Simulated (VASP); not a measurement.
Wanted: the native input for a VASP 6.6.1 run.

- Task: single point
- Functional: PBE
- Potentials or basis: VASP PAW PBE potentials, release 64 (K_sv)
- Cutoff: 520 eV
- k mesh: 7 × 7 × 4
- Occupations: fermi-dirac, width 0.05 eV
- Spin: no spin polarisation
- Dipole correction: no
- Further INCAR settings: ALGO = Normal; EDIFF = 1e-06; NBANDS = 26

The structure of K lies in POSCAR:

```
K
1.0
    4.1575439207      0.0000000000      0.0000000000
   -2.0787719603      3.6005386526      0.0000000000
    0.0000000000      0.0000000000     13.7816003232
K
4
Direct
    0.0000000000      0.0000000000      0.0000000000
    0.0000000000      0.0000000000      0.5000000000
    0.3333333333      0.6666666667      0.2500000000
    0.6666666667      0.3333333333      0.7500000000
```

The input as run:

INCAR

```
SYSTEM = K
ALGO = Normal ; EDIFF = 1E-6
ENCUT = 520 ; GGA = PE
ISIF = 2 ; ISMEAR = -1
LASPH = .TRUE. ; LCHARG = .TRUE.
LELF = .TRUE. ; LREAL = .FALSE.
LVHAR = .TRUE. ; LWAVE = .FALSE.
NBANDS = 26 ; NELM = 60
PREC = Accurate ; SIGMA = 0.05
```

KPOINTS

```
k-points
0
G
  7 7 4
  0 0 0
```

Potentials or basis: VASP PAW PBE potentials, release 64 (K_sv).

Run with:

```sh
$ cat potpaw_PBE.64/K_sv/POTCAR > POTCAR
$ mpirun -np 1 vasp_std > vasp.out
```

Results of the run:

```json
{
 "Pressure": "2.5 GPa",
 "Band gap on the k mesh": "zero (band 18 reaches 1.63 eV, above the bottom of band 19 at -0.93 eV)"
}
```

Run time: 120 s on 1 thread of Intel Xeon 6975P-C, on a shared host, peak memory 0.35 GiB.
